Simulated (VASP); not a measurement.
# Si4Ge (P-6m2) in VASP: single point with PBE

Aim: the single point of Si4Ge with PBE.

Everything below comes from runs of VASP 6.6.1. Logs are shortened: lines on timing, memory, paths and dates and some standing lists are left out, and cuts for length are marked.

**1. The cell of the first run**

The structure is hexagonal, space group P-6m2 (No. 187). Conventional cell: a = 5.556 Å, b = 5.556 Å, c = 3.551 Å, α = 90.00°, β = 90.00°, γ = 120.00°. Within 3.7 Å of Si (site symmetry -6m2) lie 8 Si at 2.78 to 3.55 Å and 6 Ge at 3.67 Å. Within 3.3 Å of Si (site symmetry mm2) lie 6 Si at 2.48 to 3.08 Å and 2 Ge at 2.51 Å. Ge (site symmetry -6m2) has 6 Si at 2.51 Å within 3.3 Å.

The cell was generated, and may not be a known phase.

**2. Single point, PBE**

File INCAR:

```
SYSTEM = Si4Ge
ALGO = Normal
EDIFF = 1E-6
ENCUT = 500
GGA = PE
GGA_COMPAT = .False.
ISIF = 2
ISMEAR = 0
LASPH = .True.
LCHARG = .False.
LREAL = .False.
LWAVE = .False.
NBANDS = 23
NELM = 120
PREC = Accurate
SIGMA = 0.2
```

File KPOINTS:

```
k-points
0
Gamma
  4 4 4
  0 0 0
```

File POSCAR:

```
Si4Ge
1.0
    5.5559113884      0.0000000000      0.0000000000
   -2.7779556942      4.8115604035      0.0000000000
    0.0000000000      0.0000000000      3.5513803068
Si Ge
4 1
Direct
    0.0000000000      0.0000000000      0.5000000000
    0.4820212489      0.5179787511      0.5000000000
    0.4820212489      0.9640424978      0.5000000000
    0.0359575022      0.5179787511      0.5000000000
    0.6666666667      0.3333333333      0.0000000000
```

Potentials or basis: VASP PAW PBE potentials, release 64 (Si, Ge_d).

Run with:

```console
$ cat potpaw_PBE.64/Si/POTCAR potpaw_PBE.64/Ge_d/POTCAR > POTCAR
$ mpirun -np 1 vasp_std > vasp.out
```

OUTCAR:

```text
SYSTEM = Si4Ge
   EDIFF = 1E-6
   ENCUT = 500
   GGA = PE
   ISIF = 2
   ISMEAR = 0
   LASPH = .True.
   LREAL = .False.
   NELM = 120
   PREC = Accurate

 ion  position               nearest neighbor table
   1  0.000  0.000  0.500-   2 2.78   4 2.78   4 2.78   2 2.78   3 2.78   3 2.78
   2  0.482  0.518  0.500-   3 2.48   4 2.48   5 2.51   5 2.51   1 2.78   1 2.78   3 3.08   4 3.08

   3  0.482  0.964  0.500-   2 2.48   4 2.48   5 2.51   5 2.51   1 2.78   1 2.78   2 3.08   4 3.08

   4  0.036  0.518  0.500-   3 2.48   2 2.48   5 2.51   5 2.51   1 2.78   1 2.78   3 3.08   2 3.08

   5  0.667  0.333  0.000-   3 2.51   3 2.51   4 2.51   4 2.51   2 2.51   2 2.51

  LATTYP: Found a hexagonal cell.
 ALAT       =     5.5559113884
 C/A-ratio  =     0.6392075140

  Lattice vectors:

 A1 = (   5.5559113884,   0.0000000000,   0.0000000000)
 A2 = (  -2.7779556942,   4.8115604035,   0.0000000000)
 A3 = (   0.0000000000,   0.0000000000,   3.5513803068)

Analysis of symmetry for initial positions (statically):
=====================================================================
 Subroutine PRICEL returns:
 Original cell was already a primitive cell.

 Routine SETGRP: Setting up the symmetry group for a
 hexagonal supercell.

 Subroutine GETGRP returns: Found 12 space group operations
 (whereof 12 operations were pure point group operations)
 out of a pool of 24 trial point group operations.

The static configuration has the point symmetry D_3h.

Analysis of symmetry for dynamics (positions and initial velocities):
=====================================================================
 Subroutine PRICEL returns:
 Original cell was already a primitive cell.

 Routine SETGRP: Setting up the symmetry group for a
 hexagonal supercell.

 Subroutine GETGRP returns: Found 12 space group operations
 (whereof 12 operations were pure point group operations)
 out of a pool of 24 trial point group operations.

The dynamic configuration has the point symmetry D_3h.

 Subroutine INISYM returns: Found 12 space group operations
 (whereof 12 operations are pure point group operations),
 and found     1 'primitive' translations

[... 83 lines left out ...]
   LSORBIT =      F    spin-orbit coupling
   LASPH  =      T    aspherical Exc in radial PAW
   ENCUT  =  500.0 eV  36.75 Ry    6.06 a.u.  10.13 10.13  6.47*2*pi/ulx,y,z
   NELM   =    120;   NELMIN=  2; NELMDL= -5     # of ELM steps
   EDIFF  = 0.1E-05   stopping-criterion for ELM
   LREAL  =      F    real-space projection
   EDIFFG = 0.1E-04   stopping-criterion for IOM
   NSW    =      0    number of steps for IOM
   IBRION =     -1    ionic relax: 0-MD 1-quasi-New 2-CG
   NFREE  =      0    steps in history (QN), initial steepest desc. (CG)
   ISIF   =      2    stress and relaxation
   ISYM   =      2    0-nonsym 1-usesym 2-fastsym
   POTIM  = 0.5000    time-step for ionic-motion
   TEBEG  =    0.0;   TEEND  =   0.0 temperature during run
   PSTRESS=    0.0 pullay stress
   NELECT =      30.0000    total number of electrons
   NUPDOWN=      -1.0000    fix difference up-down
   EMIN   =  10.00;   EMAX   =-10.00  energy-range for DOS
   EFERMI =   0.00;   METHOD = LEGACY
   ISMEAR =     0;   SIGMA  =   0.20  broadening in eV -4-tet -1-fermi 0-gaus
   EFERMI_NEDOS =   21; number of points for ismear=-14 and -15
   IALGO  =     38    algorithm
   IMIX   =      4    mixing-type and parameters
     AMIX     =   0.40;   BMIX     =  1.00
     AMIX_MAG =   1.60;   BMIX_MAG =  1.00
  volume/ion in A,a.u.               =      18.99       128.13
  Fermi-wavevector in a.u.,A,eV,Ry     =   1.115071  2.107178 16.917251  1.243383
  Thomas-Fermi vector in A             =   2.251672
   LORBIT       =      0    0 simple, 1 ext, 2 COOP (PROOUT), +10 PAW based schemes
   GGA     = PE    functional components
   LHFCALC =     F    Hartree Fock is set to
   AEXX    =    0.0000 exact exchange contribution
   IVDW    =     0    specifies the selected vdW correction
   LEPSILON=     F    determine dielectric tensor
   LRPA    =     F    only Hartree local field effects (RPA)
 non-spin polarized calculation
 Gauss-broadening in eV      SIGMA  =   0.20
  energy-cutoff  :      500.00
  volume of cell :       94.94
 maximum number of plane-waves:      2424
 NGX is ok and might be reduce to    42
   NGX = 21   NGY = 21   NGZ = 13

 number of electron      30.0000012 magnetization

 Free energy of the ion-electron system (eV)
  ---------------------------------------------------
  ext. energy  EPLUGINS =         0.00000000
  ---------------------------------------------------
  free energy    TOTEN  =       -22.84714629 eV

  energy without entropy =      -22.79615507  energy(sigma->0) =      -22.82165068

 E-fermi :   6.6719     XC(G=0): -10.1068

 val. band max:        6.6400846327   @ k =   0.5000   0.0000   0.2500
 cond. band min:       6.6797919282   @ k =   0.5000   0.0000   0.2500
 fundamental gap:      0.0397072956
 Fermi energy:         6.6718572806

 k-point     1 :       0.0000    0.0000    0.0000
  band No.  band energies     occupation
      1     -17.9733      2.00000
      2     -17.9733      2.00000
      3     -17.9695      2.00000
      4     -17.9695      2.00000
      5     -17.9626      2.00000
      6      -6.4037      2.00000
[... 301 lines left out ...]
     22      11.2940      0.00000
     23      11.3705      0.00000

------------------------ aborting loop because EDIFF is reached ----------------------------------------

  FORCE on cell =-STRESS in cart. coord.  units (eV):
  Direction    XX          YY          ZZ          XY          YZ          ZX
  --------------------------------------------------------------------------------------
  -------------------------------------------------------------------------------------
  Total        0.0705991      0.0705991      0.0391321      0.0000000     -0.0000000     -0.0000000
  in kB        1.1914369      1.1914369      0.6603967      0.0000000     -0.0000000     -0.0000000
  external PRESSURE =       1.0144235 kB  Pullay stress =       0.0000000 kB

 VOLUME and BASIS-vectors are now :
 -----------------------------------------------------------------------------
  energy-cutoff  :      500.00
  volume of cell :       94.94
      direct lattice vectors                 reciprocal lattice vectors
     5.555911388  0.000000000  0.000000000     0.179988472  0.103916393  0.000000000
    -2.777955694  4.811560403  0.000000000     0.000000000  0.207832785  0.000000000
     0.000000000  0.000000000  3.551380307     0.000000000  0.000000000  0.281580657

 POSITION                                       TOTAL-FORCE (eV/Angst)
 -----------------------------------------------------------------------------------
      0.00000      0.00000      1.77569        -0.000000      0.000000     -0.000000
      1.23915      2.49229      1.77569        -0.020875      0.012052      0.000000
     -0.00000      4.63855      1.77569        -0.000000     -0.024104     -0.000000
     -1.23915      2.49229      1.77569         0.020875      0.012052      0.000000
      2.77796      1.60385      0.00000        -0.000000      0.000000     -0.000000
 -----------------------------------------------------------------------------------
    total drift:                               -0.000000      0.000000      0.000000

  FREE ENERGIE OF THE ION-ELECTRON SYSTEM (eV)
  ---------------------------------------------------
  free  energy   TOTEN  =       -22.8471462934 eV

  energy  without entropy=      -22.7961550740  energy(sigma->0) =      -22.82165068
```

Wall time 33 s (1 thread of Intel Xeon 8259CL, shared host); peak memory 0.17 GiB.

What came out:

```yaml
Free_energy: -22.8471 eV
Pressure: 0.1 GPa
Largest_force: 0.024 eV/Å
Band_gap_on_the_k_mesh: zero (bands 15 and 16 overlap by 5.24 eV)
```

Forces on the atoms (eV/Å):
```
Si   0.000  0.000  0.000
Si  -0.021  0.012  0.000
Si   0.000 -0.024  0.000
Si   0.021  0.012  0.000
Ge   0.000  0.000  0.000
```

Caveat: the k points lie up to 0.44 Å⁻¹ apart, too coarse for converged energies and pressures of a metal.

The gap in the log of VASP goes by the Fermi energy; the results here count the filled bands.